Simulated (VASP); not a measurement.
A run of VASP 6.6.1 is set up as follows.

INCAR

```
ALGO = Normal ; EDIFF = 1E-6
ENCUT = 600 ; GGA = PE
GGA_COMPAT = F ; ISIF = 2
ISMEAR = 0 ; LASPH = T
LCHARG = T ; LELF = T
LREAL = F ; LVHAR = T
LWAVE = F ; NBANDS = 11
NELM = 120 ; PREC = Accurate
SIGMA = 0.01
```

File KPOINTS:

```
k-points
0
Gamma
  6 6 6
```

POSCAR

```
MgSe
1.0
    0.0000000000      2.7255000000      2.7255000000
    2.7255000000      0.0000000000      2.7255000000
    2.7255000000      2.7255000000      0.0000000000
Mg Se
1 1
Direct
    0.0000000000      0.0000000000      0.0000000000
    0.4908273711      0.5091726289      0.5091726289
```

Potentials or basis: VASP PAW PBE potentials, release 64 (Mg, Se).

Run with:

```sh
$ cat potpaw_PBE.64/Mg/POTCAR potpaw_PBE.64/Se/POTCAR > POTCAR
$ mpirun -np 1 vasp_std > vasp.out
```

Predict the band gap on the k mesh.

1.80 eV, indirect (least direct gap 2.60 eV).

Estimate the pressure.

2.0 GPa.

Forces on the atoms (eV/Å):
```
Mg   0.126  0.000  0.000
Se  -0.126  0.000  0.000
```

A k mesh can miss the band edges.
